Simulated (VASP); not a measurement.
A run of VASP 6.6.1 is set up as follows.

POSCAR

```
SnO2
1.0
   -1.9995434661      1.9995434661      5.1020851634
    1.9995434661     -1.9995434661      5.1020851634
    1.9995434661      1.9995434661     -5.1020851634
Sn O
2 4
Direct
    0.7500000000      0.2500000000      0.5000000000
    0.0000000000      0.0000000000      0.0000000000
    0.7963663283      0.7963663283      0.0000000000
    0.9536336717      0.4536336717      0.5000000000
    0.2036336717      0.2036336717      0.0000000000
    0.5463663283      0.0463663283      0.5000000000
```

The input INCAR.step1:

```
SYSTEM = SnO2
PREC = Accurate ; ENCUT = 520
ISMEAR = 0 ; SIGMA = 0.05
LREAL = .False. ; LASPH = .True.
NELM = 60 ; NBANDS = 35
GGA = PE ; ALGO = Normal
EDIFF = 1E-4 ; LWAVE = .True.
LCHARG = .False.
```

INCAR.step2

```
SYSTEM = SnO2
PREC = Accurate ; ENCUT = 520
EDIFF = 1E-7 ; ISMEAR = 0
SIGMA = 0.05 ; LREAL = .False.
LASPH = .True. ; NELM = 60
ALGO = Normal ; ISIF = 2
LWAVE = .False. ; LCHARG = .False.
METAGGA = R2SCAN ; LMIXTAU = .True.
NBANDS = 35 ; ISTART = 1
```

File KPOINTS:

```
regular mesh
0
Gamma
  10 10 10
  0 0 0
```

Potentials or basis: VASP PAW PBE potentials, release 64 (Sn_d, O).

Run with:

```console
$ cat potpaw_PBE.64/Sn_d/POTCAR potpaw_PBE.64/O/POTCAR > POTCAR
$ cp INCAR.step1 INCAR
$ mpirun -np 1 vasp_std > vasp.out
$ cp INCAR.step2 INCAR
$ mpirun -np 1 vasp_std > vasp.out
```

(1) Estimate the pressure.

(2) Predict the band gap on the k mesh.

(3) Estimate the largest force.

## Answers

(1) 1.0 GPa.

(2) 2.36 eV, indirect (least direct gap 2.77 eV).

(3) 0.044 eV/Å.

Caveat: the PAW data sets were made with another functional, which shifts forces and pressure a little; spin-orbit coupling is left out, which moves the levels of the heavy elements.
